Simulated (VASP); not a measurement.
# Au (Pm-3m) in VASP: further runs, part 2 of 2

VASP 6.6.1. The steps go on from the part before.

## 3. Single point, PBEsol

This run uses another cell than the first one, of 19.55 Å³/atom, 1.111 times its volume.

Contents of INCAR:

```
PREC     = Accurate       # precision mode
ENCUT    = 520            # plane-wave cutoff, eV
EDIFF    = 1E-6           # SCF threshold, eV
ISMEAR   = -1             # smearing method
SIGMA    = 0.08           # smearing width, eV
LREAL    = F              # projectors in reciprocal space
LASPH    = T              # aspherical terms in the spheres
NELM     = 80             # most SCF steps
ALGO     = Normal         # electronic algorithm
ISIF     = 2              # what is computed and relaxed
LWAVE    = F              # write WAVECAR
LCHARG   = T              # write CHGCAR
GGA      = PS             # functional
LELF     = T              # ELF
LVHAR    = T            
NBANDS   = 12             # bands
```

Contents of KPOINTS:

```
regular mesh
0
Gamma
  14 14 14
```

Contents of POSCAR:

```
Au
1.0
    2.6940425392      0.0000000000      0.0000000000
    0.0000000000      2.6940425392      0.0000000000
    0.0000000000      0.0000000000      2.6940425392
Au
1
Direct
    0.0000000000      0.0000000000      0.0000000000
```

Potentials or basis: VASP PAW PBE potentials, release 64 (Au).

Run with:

```console
$ cat potpaw_PBE.64/Au/POTCAR > POTCAR
$ mpirun -np 1 vasp_std > vasp.out
```

OUTCAR:

```text
PREC = Accurate
   ENCUT = 520
   EDIFF = 1E-6
   ISMEAR = -1
   LREAL = F
   LASPH = T
   NELM = 80
   ISIF = 2
   GGA = PS

 ion  position               nearest neighbor table
   1  0.000  0.000  0.000-

  LATTYP: Found a simple cubic cell.
 ALAT       =     2.6940425392

  Lattice vectors:

 A1 = (   2.6940425392,   0.0000000000,   0.0000000000)
 A2 = (   0.0000000000,   2.6940425392,   0.0000000000)
 A3 = (   0.0000000000,   0.0000000000,   2.6940425392)

Analysis of symmetry for initial positions (statically):
=====================================================================
 Subroutine PRICEL returns:
 Original cell was already a primitive cell.

 Routine SETGRP: Setting up the symmetry group for a
 simple cubic supercell.

 Subroutine GETGRP returns: Found 48 space group operations
 (whereof 48 operations were pure point group operations)
 out of a pool of 48 trial point group operations.

The static configuration has the point symmetry O_h .

Analysis of symmetry for dynamics (positions and initial velocities):
=====================================================================
 Subroutine PRICEL returns:
 Original cell was already a primitive cell.

 Routine SETGRP: Setting up the symmetry group for a
 simple cubic supercell.

 Subroutine GETGRP returns: Found 48 space group operations
 (whereof 48 operations were pure point group operations)
 out of a pool of 48 trial point group operations.

The dynamic configuration has the point symmetry O_h .

 Subroutine INISYM returns: Found 48 space group operations
 (whereof 48 operations are pure point group operations),
 and found     1 'primitive' translations

----------------------------------------------------------------------------------------

                                     Primitive cell

  volume of cell :      19.5530

  direct lattice vectors                    reciprocal lattice vectors
     2.694042539  0.000000000  0.000000000     0.371189387  0.000000000  0.000000000
     0.000000000  2.694042539  0.000000000     0.000000000  0.371189387  0.000000000
     0.000000000  0.000000000  2.694042539     0.000000000  0.000000000  0.371189387

  length of vectors
     2.694042539  2.694042539  2.694042539     0.371189387  0.371189387  0.371189387

  position of ions in fractional coordinates (direct lattice)
     0.000000000  0.000000000  0.000000000

  ion indices of the primitive-cell ions
   primitive index   ion index
                 1           1

----------------------------------------------------------------------------------------

 KPOINTS: regular mesh

Automatic generation of k-mesh.
 Grid dimensions read from file:
 generate k-points for:   14   14   14

 Generating k-lattice:

  Cartesian coordinates                     Fractional coordinates (reciprocal lattice)
     0.026513528  0.000000000  0.000000000     0.071428571  0.000000000  0.000000000
     0.000000000  0.026513528  0.000000000     0.000000000  0.071428571  0.000000000
     0.000000000  0.000000000  0.026513528     0.000000000  0.000000000  0.071428571

  Length of vectors
     0.026513528  0.026513528  0.026513528

  Shift w.r.t. Gamma in fractional coordinates (k-lattice)
     0.000000000  0.000000000  0.000000000

 Subroutine IBZKPT returns following result:
 ===========================================

 Found    120 irreducible k-points:

 Following reciprocal coordinates:
            Coordinates               Weight
  0.000000  0.000000  0.000000      1.000000
  0.071429  0.000000  0.000000      6.000000
  0.142857  0.000000  0.000000      6.000000
  0.214286  0.000000  0.000000      6.000000
  0.285714  0.000000  0.000000      6.000000
  0.357143  0.000000  0.000000      6.000000
[... 16 lines left out ...]
  0.285714  0.214286  0.000000     24.000000
  0.357143  0.214286  0.000000     24.000000
 [... further k-points ...]
   k-points           NKPTS =    120   k-points in BZ     NKDIM =    120   number of bands    NBANDS=     12
   number of dos      NEDOS =    301   number of ions     NIONS =      1
   total plane-waves  NPLWV =   8000
   dimension x,y,z NGX =    20 NGY =   20 NGZ =   20
   dimension x,y,z NGXF=    40 NGYF=   40 NGZF=   40
   ions per type =               1
   NGX,Y,Z   is equivalent  to a cutoff of  12.34, 12.34, 12.34 a.u.
   NGXF,Y,Z  is equivalent  to a cutoff of  24.68, 24.68, 24.68 a.u.
 SYSTEM =  unknown system
   PREC   = accura    normal or accurate (medium, high low for compatibility)
   ISTART =      0    job   : 0-new  1-cont  2-samecut
   ICHARG =      2    charge: 1-file 2-atom 10-const
   ISPIN  =      1    spin polarized calculation?
   LNONCOLLINEAR =      F non collinear calculations
   LSORBIT =      F    spin-orbit coupling
   LASPH  =      T    aspherical Exc in radial PAW
   ENCUT  =  520.0 eV  38.22 Ry    6.18 a.u.   5.01  5.01  5.01*2*pi/ulx,y,z
   NELM   =     80;   NELMIN=  2; NELMDL= -5     # of ELM steps
   EDIFF  = 0.1E-05   stopping-criterion for ELM
   LREAL  =      F    real-space projection
   EDIFFG = 0.1E-04   stopping-criterion for IOM
   NSW    =      0    number of steps for IOM
   IBRION =     -1    ionic relax: 0-MD 1-quasi-New 2-CG
   NFREE  =      0    steps in history (QN), initial steepest desc. (CG)
   ISIF   =      2    stress and relaxation
   ISYM   =      2    0-nonsym 1-usesym 2-fastsym
   POTIM  = 0.5000    time-step for ionic-motion
   TEBEG  =    0.0;   TEEND  =   0.0 temperature during run
   PSTRESS=    0.0 pullay stress
   NELECT =      11.0000    total number of electrons
   NUPDOWN=      -1.0000    fix difference up-down
   EMIN   =  10.00;   EMAX   =-10.00  energy-range for DOS
   EFERMI =   0.00;   METHOD = LEGACY
   ISMEAR =    -1;   SIGMA  =   0.08  broadening in eV -4-tet -1-fermi 0-gaus
   EFERMI_NEDOS =   21; number of points for ismear=-14 and -15
   IALGO  =     38    algorithm
   IMIX   =      4    mixing-type and parameters
     AMIX     =   0.40;   BMIX     =  1.00
     AMIX_MAG =   1.60;   BMIX_MAG =  1.00
  volume/ion in A,a.u.               =      19.55       131.95
  Fermi-wavevector in a.u.,A,eV,Ry     =   1.351454  2.553878 24.850061  1.826428
  Thomas-Fermi vector in A             =   2.478874
   LORBIT       =      0    0 simple, 1 ext, 2 COOP (PROOUT), +10 PAW based schemes
   GGA     = PS    functional components
   LHFCALC =     F    Hartree Fock is set to
   AEXX    =    0.0000 exact exchange contribution
   IVDW    =     0    specifies the selected vdW correction
   LEPSILON=     F    determine dielectric tensor
   LRPA    =     F    only Hartree local field effects (RPA)
 non-spin polarized calculation
  energy-cutoff  :      520.00
  volume of cell :       19.55
 maximum number of plane-waves:       552
   NGX = 11   NGY = 11   NGZ = 11

 number of electron      11.0000001 magnetization

 Free energy of the ion-electron system (eV)
  ---------------------------------------------------
  ext. energy  EPLUGINS =         0.00000000
  ---------------------------------------------------
  free energy    TOTEN  =        -3.65582595 eV

  energy without entropy =       -3.64819725  energy(sigma->0) =       -3.65201160

 E-fermi :   6.8121     XC(G=0): -11.9586

 val. band max:        6.8027510703   @ k =   0.5000   0.5000   0.3571
 cond. band min:       6.8171258755   @ k =   0.5000   0.5000   0.4286
 fundamental gap:      0.0143748052
 Fermi energy:         6.8121082188

 k-point     1 :       0.0000    0.0000    0.0000
  band No.  band energies     occupation
      1      -1.4346      2.00000
      2       0.8486      2.00000
      3       0.8486      2.00000
      4       5.4788      2.00000
      5       5.4788      2.00000
      6       5.4788      2.00000
      7      21.0168      0.00000
      8      21.0168      0.00000
      9      21.0168      0.00000
     10      26.0553      0.00000
     11      28.6115      0.00000
     12      28.6115      0.00000

 k-point     2 :       0.0714    0.0000    0.0000
  band No.  band energies     occupation
      1      -1.3042      2.00000
      2       0.8693      2.00000
      3       0.9538      2.00000
      4       5.3865      2.00000
      5       5.3865      2.00000
      6       5.4862      2.00000
      7      19.9768      0.00000
      8      21.2345      0.00000
      9      21.2345      0.00000
     10      26.6388      0.00000
     11      28.1127      0.00000
     12      29.2392      0.00000
[... 316 lines left out ...]
 k-point    24 :       0.3571    0.2143    0.0000
  band No.  band energies     occupation
      1       1.0526      2.00000
      2       2.1415      2.00000
      3       2.9055      2.00000
      4       4.2496      2.00000
      5       4.9768      2.00000
      6       5.2200      2.00000
      7      12.8671      0.00000
      8      19.1522      0.00000
      9      24.1722      0.00000
     10      26.7709      0.00000
     11      27.0543      0.00000
     12      32.0487      0.00000

 [... further k-points ...]
[... 5 lines left out ...]
  --------------------------------------------------------------------------------------
  -------------------------------------------------------------------------------------
  Total       -0.0243607     -0.0243607     -0.0243607     -0.0000000     -0.0000000      0.0000000
  in kB       -1.9961225     -1.9961225     -1.9961225     -0.0000000     -0.0000000      0.0000000
  external PRESSURE =      -1.9961225 kB  Pullay stress =       0.0000000 kB

 VOLUME and BASIS-vectors are now :
 -----------------------------------------------------------------------------
  energy-cutoff  :      520.00
  volume of cell :       19.55
      direct lattice vectors                 reciprocal lattice vectors
     2.694042539  0.000000000  0.000000000     0.371189387  0.000000000  0.000000000
     0.000000000  2.694042539  0.000000000     0.000000000  0.371189387  0.000000000
     0.000000000  0.000000000  2.694042539     0.000000000  0.000000000  0.371189387

 POSITION                                       TOTAL-FORCE (eV/Angst)
 -----------------------------------------------------------------------------------
      0.00000      0.00000      0.00000         0.000000      0.000000      0.000000
 -----------------------------------------------------------------------------------
    total drift:                               -0.000000      0.000000     -0.000000

  FREE ENERGIE OF THE ION-ELECTRON SYSTEM (eV)
  ---------------------------------------------------
  free  energy   TOTEN  =        -3.6558259533 eV

  energy  without entropy=       -3.6481972501  energy(sigma->0) =       -3.65201160
```

Run time: 18 s. Hardware: 1 thread of AMD EPYC 7R13, shared host; peak memory 0.11 GiB.

Results:

| Item | Value |
| --- | --- |
| Free energy | -3.6558 eV |
| Pressure | -0.2 GPa |

Caveat: the PAW data sets were made with another functional, which shifts forces and pressure a little; spin-orbit coupling is left out, which moves the levels of the heavy elements.

## 4. Single point, PBEsol

This run uses another cell than the first one, of 19.55 Å³/atom, 1.111 times its volume.

Contents of INCAR:

```
SYSTEM = Au
  ALGO = Normal
  EDIFF = 1E-6
  ENCUT = 520
  GGA = PS
  ISIF = 2
  ISMEAR = -1
  LASPH = .True.
  LCHARG = .False.
  LREAL = .False.
  LWAVE = .False.
  NBANDS = 12
  NELM = 80
  PREC = Accurate
  SIGMA = 0.08
```

Contents of KPOINTS:

```
k-points
0
Gamma
  14 14 14
  0 0 0
```

POSCAR is that of step 3.

Run with:

```console
$ cat potpaw_PBE.64/Au/POTCAR > POTCAR
$ mpirun -np 1 vasp_std > vasp.out
```

Wall time 18 s (1 thread of AMD EPYC 7R13, shared host); peak memory 0.11 GiB.

It converged, with:

```
Free energy : -3.6558 eV
Pressure    : -0.2 GPa
```

Levels at points of the mesh, in eV from the Fermi level:
```csv
k point,band 2,band 3,band 4,band 5,band 6,band 7,band 8,band 9
"(0.00, 0.00, 0.00)",-5.96,-5.96,-1.33,-1.33,-1.33,14.20,14.20,14.20
"(0.50, 0.00, 0.00)",-5.52,-2.93,-2.93,-1.18,-0.68,2.38,16.44,18.78
"(0.50, 0.50, 0.00)",-5.14,-2.64,-2.64,-0.09,3.84,3.84,7.00,11.80
"(0.50, 0.50, 0.50)",-5.18,-5.18,0.01,0.01,8.72,8.72,8.72,10.04
```

Caveat: the PAW data sets were made with another functional, which shifts forces and pressure a little; spin-orbit coupling is left out, which moves the levels of the heavy elements.

## 5. Relaxation of cell and atoms, PBEsol

This run uses another cell than the first one, of 18.35 Å³/atom, 1.043 times its volume.

Contents of INCAR:

```
SYSTEM = Au
ALGO = Normal
EDIFF = 1E-6
EDIFFG = -0.005
ENCUT = 600
GGA = PS
IBRION = 2
ISIF = 3
ISMEAR = -1
LASPH = .True.
LCHARG = .False.
LREAL = .False.
LWAVE = .False.
NELM = 80
NSW = 60
PREC = Accurate
SIGMA = 0.08
```

KPOINTS is that of step 4.

Contents of POSCAR:

```
Au
1.0
    2.6378391409      0.0000000000      0.0000000000
    0.0000000000      2.6378391409      0.0000000000
    0.0000000000      0.0000000000      2.6378391409
Au
1
Direct
    0.0000000000      0.0000000000      0.0000000000
```

Run with:

```console
$ cat potpaw_PBE.64/Au/POTCAR > POTCAR
$ mpirun -np 1 vasp_std > vasp.out
```

Wall time 64 s (1 thread of AMD EPYC 7R13, shared host); peak memory 0.14 GiB.

The run converged. Its results:

| Property | Result |
| --- | --- |
| Free energy | -3.6554 eV |
| Relaxed volume | 19.54 Å³/atom |
| Relaxed cell | a = 2.693 Å, b = 2.693 Å, c = 2.693 Å, α = 90.00°, β = 90.00°, γ = 90.00° |
| Space group after relaxing (to 0.05 Å) | Pm-3m (No. 221) |
| Energy gained by relaxing | 33.3 meV/atom |
| Ionic steps | 4 |
| Pressure after relaxing | 0.0 GPa |

The path:
| step | energy change (eV) | largest force (eV/Å) | pressure (GPa) | volume (Å³) |
| --- | --- | --- | --- | --- |
| 1 | 0.0000 | 0.0000 | 9.75 | 18.35 |
| 2 | 0.0315 | 0.0000 | -9.60 | 21.48 |
| 3 | -0.0333 | 0.0000 | -0.19 | 19.56 |
| 4 | -0.0333 | 0.0000 | -0.04 | 19.54 |

Final structure:
```
Au
1.0
     2.69334    0.00000    0.00000
     0.00000    2.69334    0.00000
     0.00000    0.00000    2.69334
Au
1
Direct
  0.00000 0.00000 0.00000
```

Levels at points of the mesh, in eV from the Fermi level:
| k point | band 1 | band 2 | band 3 | band 4 | band 5 | band 6 | band 7 | band 8 | band 9 |
| --- | --- | --- | --- | --- | --- | --- | --- | --- | --- |
| (0.00, 0.00, 0.00) | -8.25 | -5.97 | -5.97 | -1.33 | -1.33 | -1.33 | 14.21 | 14.21 | 14.21 |
| (0.50, 0.00, 0.00) | -6.04 | -5.53 | -2.93 | -2.93 | -1.18 | -0.69 | 2.38 | 16.45 | 18.78 |
| (0.50, 0.50, 0.00) | -5.93 | -5.15 | -2.64 | -2.64 | -0.09 | 3.84 | 3.84 | 7.01 | 11.80 |
| (0.50, 0.50, 0.50) | -5.18 | -5.18 | -5.18 | 0.01 | 0.01 | 8.72 | 8.72 | 8.72 | 10.04 |

Caveat: the PAW data sets were made with another functional, which shifts forces and pressure a little; spin-orbit coupling is left out, which moves the levels of the heavy elements.

## 6. Overview

| task | cell | cutoff (eV) | gap on the mesh (eV) | pressure (GPa) |
| --- | --- | --- | --- | --- |
| single point | a = 2.601 Å, 1 atom | 520 | none | 18.4 |
| single point | a = 2.694 Å, 1 atom | 520 | none | -0.2 |
| relaxation of cell and atoms | relaxed from a = 2.638 Å, 1 atom | 600 | none | 0.0 |

Alike in all rows: level PBEsol; potentials or basis VASP PAW PBE potentials, release 64 (Au); no spin polarisation; k mesh 14 × 14 × 14; smearing fermi-dirac 0.08 eV.

Caveats: the PAW data sets were made with another functional, which shifts forces and pressure a little; spin-orbit coupling is left out, which moves the levels of the heavy elements.

Total energies depend on the potentials used, so only differences within one code and one set of settings carry meaning.
